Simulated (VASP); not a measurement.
Input of a VASP 6.6.1 run:

The input INCAR:

```
SYSTEM = GaN
ALGO     = Normal         ! electronic algorithm
EDIFF    = 1E-6           ! SCF threshold, eV
ENCUT    = 520            ! plane-wave cutoff, eV
GGA      = PE             ! functional
ISIF     = 2              ! what is computed and relaxed
ISMEAR   = -1             ! smearing method
LASPH    = .TRUE.         ! aspherical terms in the spheres
LCHARG   = .TRUE.         ! write CHGCAR
LELF     = .TRUE.         ! ELF
LREAL    = .FALSE.        ! projectors in reciprocal space
LVHAR    = .TRUE.       
LWAVE    = .FALSE.        ! write WAVECAR
NBANDS   = 16             ! bands
NELM     = 80             ! most SCF steps
PREC     = Accurate       ! precision mode
SIGMA    = 0.02           ! smearing width, eV
```

KPOINTS

```
k-points
0
G
  10 10 10
  0 0 0
```

File POSCAR:

```
GaN
1.0
    0.0000000000      1.9969749059      2.1085153689
    2.1085153689      0.0000000000      2.1085153689
    2.1085153689      1.9969749059      0.0000000000
Ga N
1 1
Direct
    0.5000000000      0.5000000000      0.5000000000
    0.0000000000      0.0000000000      0.0000000000
```

Potentials or basis: VASP PAW PBE potentials, release 64 (Ga_d, N).

Command:

```bash
$ cat potpaw_PBE.64/Ga_d/POTCAR potpaw_PBE.64/N/POTCAR > POTCAR
$ mpirun -np 1 vasp_std > vasp.out
```

What does it give for the band gap on the k mesh?

0.64 eV, indirect (least direct gap 3.41 eV).

What does it give for the pressure?

25.7 GPa.

Stress tensor (GPa, compression positive):
```
20.27  0.00  0.00
 0.00 36.53  0.00
 0.00  0.00 20.27
```

Caveat: the cell differs from its parent crystal (uniaxial y strain -5.3%). A k mesh can miss the band edges.
